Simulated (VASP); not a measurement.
# Se (P3_121) in VASP: a series of runs, part 2 of 2

VASP 6.6.1.

## Step 3: Single point, PBE (equal xx and yy strain of +1 %)

INCAR

```
ALGO     = Normal         # electronic algorithm
EDIFF    = 1E-7           # SCF threshold, eV
ENCUT    = 520            # plane-wave cutoff, eV
GGA      = PE             # functional
ISIF     = 2              # what is computed and relaxed
ISMEAR   = -1             # smearing method
LASPH    = T              # aspherical terms in the spheres
LCHARG   = F              # write CHGCAR
LREAL    = F              # projectors in reciprocal space
LWAVE    = F              # write WAVECAR
NBANDS   = 16             # bands
NELM     = 100            # most SCF steps
PREC     = Accurate       # precision mode
SIGMA    = 0.03           # smearing width, eV
```

KPOINTS

```
k-points
0
Gamma
  6 6 5
```

POSCAR

```
Se
1.0
    4.4098619484      0.0000000000      0.0000000000
   -2.2049309742      3.8190524745      0.0000000000
    0.0000000000      0.0000000000      4.9536000000
Se
3
Direct
    0.2254000000      0.0000000000      0.3333333333
    0.0000000000      0.2254000000      0.6666666667
    0.7746000000      0.7746000000      0.0000000000
```

Potentials or basis: VASP PAW PBE potentials, release 64 (Se).

On the command line:

```console
$ cat potpaw_PBE.64/Se/POTCAR > POTCAR
$ mpirun -np 1 vasp_std > vasp.out
```

It took 35 s on 1 thread of Intel Xeon Platinum 8375C at 2.90GHz (Ice Lake), shared host; peak memory 0.21 GiB.

The run converged. Its results:

| Item | Value |
| --- | --- |
| Free energy | -10.4889 eV |
| Pressure | 1.9 GPa |
| Largest force | 0.240 eV/Å |
| Band gap on the k mesh | 1.31 eV, indirect (least direct gap 1.54 eV) |

Forces in eV/Å, atoms in the order of the input:
```
Se   0.240  0.000  0.000
Se  -0.120  0.208  0.000
Se  -0.120 -0.208  0.000
```

Stress tensor (GPa, compression positive):
```
1.42 0.00 0.00
0.00 1.42 0.00
0.00 0.00 2.94
```

Levels at points of the mesh, in eV from the valence-band top:
```tsv
k point	band 7	band 8	band 9	band 10	band 11	band 12
(0.00, 0.00, 0.00)	-1.90	-1.90	-0.29	1.99	1.99	2.24
(0.50, 0.00, 0.00)	-2.71	-1.64	-0.86	2.04	2.42	4.12
```

Caveat: the cell differs from its parent crystal (equal xx and yy strain of +1 %). A k mesh can miss the band edges.

## Step 4: Single point, PBE (equal xx and yy strain of +3 %)

INCAR

```
ALGO = Normal
EDIFF = 1E-6
ENCUT = 520
GGA = PE
ISIF = 2
ISMEAR = -1
LASPH = True
LCHARG = False
LREAL = False
LWAVE = False
NBANDS = 16
NELM = 80
PREC = Accurate
SIGMA = 0.03
```

KPOINTS is that of step 3.

POSCAR

```
Se
1.0
    4.4971859474      0.0000000000      0.0000000000
   -2.2485929737      3.8946772760      0.0000000000
    0.0000000000      0.0000000000      4.9536000000
Se
3
Direct
    0.2254000000      0.0000000000      0.3333333333
    0.0000000000      0.2254000000      0.6666666667
    0.7746000000      0.7746000000      0.0000000000
```

Potentials or basis: VASP PAW PBE potentials, release 64 (Se).

On the command line:

```console
$ cat potpaw_PBE.64/Se/POTCAR > POTCAR
$ mpirun -np 1 vasp_std > vasp.out
```

OUTCAR:

```text
EDIFF = 1E-6
   ENCUT = 520
   GGA = PE
   ISIF = 2
   ISMEAR = -1
   LASPH = True
   LREAL = False
   NELM = 80
   PREC = Accurate

 ion  position               nearest neighbor table
   1  0.225  0.000  0.333-   3 2.41   2 2.41
   2  0.000  0.225  0.667-   3 2.41   1 2.41
   3  0.775  0.775  0.000-   1 2.41   2 2.41

  LATTYP: Found a hexagonal cell.
 ALAT       =     4.4971859474
 C/A-ratio  =     1.1014888105

  Lattice vectors:

[... 630 lines left out ...]
      3      -8.1208      2.00000
      4      -2.9095      2.00000
      5      -2.1137      2.00000
      6      -1.5725      2.00000
[... 8 lines left out ...]
     15      10.0662      0.00000
     16      10.4917      0.00000

 [... further k-points ...]
[... 5 lines left out ...]
  --------------------------------------------------------------------------------------
  -------------------------------------------------------------------------------------
  Total       -0.1029690     -0.1029690      0.5006160      0.0000000      0.0000000     -0.0000000
  in kB       -1.9014453     -1.9014453      9.2444702      0.0000000      0.0000000     -0.0000000
  external PRESSURE =       1.8138598 kB  Pullay stress =       0.0000000 kB

 VOLUME and BASIS-vectors are now :
 -----------------------------------------------------------------------------
  energy-cutoff  :      520.00
  volume of cell :       86.76
      direct lattice vectors                 reciprocal lattice vectors
     4.497185947  0.000000000  0.000000000     0.222361275  0.128380342  0.000000000
    -2.248592974  3.894677276  0.000000000     0.000000000  0.256760684  0.000000000
     0.000000000  0.000000000  4.953600000     0.000000000  0.000000000  0.201873385

 POSITION                                       TOTAL-FORCE (eV/Angst)
 -----------------------------------------------------------------------------------
      1.01367      0.00000      1.65120        -0.126574      0.000000      0.000000
     -0.50683      0.87786      3.30240         0.063287     -0.109616     -0.000000
      1.74176      3.01682      0.00000         0.063287      0.109616     -0.000000
 -----------------------------------------------------------------------------------
    total drift:                                0.000000      0.000001     -0.000000

  FREE ENERGIE OF THE ION-ELECTRON SYSTEM (eV)
  ---------------------------------------------------
  free  energy   TOTEN  =       -10.5012799628 eV

  energy  without entropy=      -10.5012799627  energy(sigma->0) =      -10.50127996
```

OSZICAR:

```text
N       E                     dE             d eps       ncg     rms          rms(c)
DAV:   1     0.822485017035E+02    0.82249E+02   -0.71031E+03   864   0.922E+02
DAV:   2    -0.512165648281E+01   -0.87370E+02   -0.82973E+02  1112   0.155E+02
DAV:   3    -0.105458181076E+02   -0.54242E+01   -0.54027E+01  1096   0.436E+01
DAV:   4    -0.105853810844E+02   -0.39563E-01   -0.39557E-01  1136   0.438E+00
DAV:   5    -0.105856759481E+02   -0.29486E-03   -0.29486E-03  1152   0.374E-01    0.646E+00
DAV:   6    -0.105237366359E+02    0.61939E-01   -0.35132E-02  1064   0.117E+00    0.398E+00
DAV:   7    -0.105015618052E+02    0.22175E-01   -0.72779E-02  1072   0.166E+00    0.193E-01
DAV:   8    -0.105011094509E+02    0.45235E-03   -0.80754E-03   976   0.540E-01    0.919E-02
DAV:   9    -0.105012337208E+02   -0.12427E-03   -0.25526E-04  1224   0.105E-01    0.305E-02
DAV:  10    -0.105012769147E+02   -0.43194E-04   -0.53281E-05  1024   0.482E-02    0.686E-03
DAV:  11    -0.105012799539E+02   -0.30392E-05   -0.72368E-06  1192   0.159E-02    0.347E-03
DAV:  12    -0.105012799628E+02   -0.88338E-08   -0.14495E-06   824   0.771E-03
   1 F= -.10501280E+02 E0= -.10501280E+02  d E =-.305866E-10
```

stdout:

```text
POSCAR found type information on POSCAR Se
 POSCAR found :  1 types and       3 ions
 scaLAPACK will be used
 LDA part: xc-table for (Slater+PW92), standard interpolation
 POSCAR, INCAR and KPOINTS ok, starting setup
 FFT: planning ... GRIDC
 FFT: planning ... GRID_SOFT
 FFT: planning ... GRID
 WAVECAR not read
 entering main loop
```

Run time: 30 s. Hardware: 1 thread of Intel Xeon Platinum 8375C at 2.90GHz (Ice Lake), shared host; peak memory 0.21 GiB.

Results:

```yaml
Free_energy: -10.5013 eV
Pressure: 0.2 GPa
Largest_force: 0.127 eV/Å
Band_gap_on_the_k_mesh: 1.30 eV, indirect (least direct gap 1.61 eV)
```

Forces in eV/Å, atoms in the order of the input:
```
Se  -0.127  0.000  0.000
Se   0.063 -0.110  0.000
Se   0.063  0.110  0.000
```

Stress tensor (GPa, compression positive):
```
-0.19  0.00  0.00
 0.00 -0.19  0.00
 0.00  0.00  0.92
```

Caveat: the cell differs from its parent crystal (equal xx and yy strain of +3 %). A k mesh can miss the band edges.

## Step 5: Summary

```tsv
cell	gap on the mesh (eV)	pressure (GPa)	largest force (eV/Å)
a = 4.279, b = 4.279, c = 4.954 Å, angles 90.0, 90.0, 120.0°, 3 atoms	1.32	5.1	0.83
a = 4.410, b = 4.410, c = 4.954 Å, angles 90.0, 90.0, 120.0°, 3 atoms	1.31	1.9	0.24
a = 4.497, b = 4.497, c = 4.954 Å, angles 90.0, 90.0, 120.0°, 3 atoms	1.30	0.2	0.13
```

Alike in all rows: task single point; level PBE; potentials or basis VASP PAW PBE potentials, release 64 (Se); no spin polarisation; k mesh 6 × 6 × 5; cutoff (eV) 520; smearing fermi-dirac 0.03 eV.

Absolute energies hang on the potentials; compare differences alone.
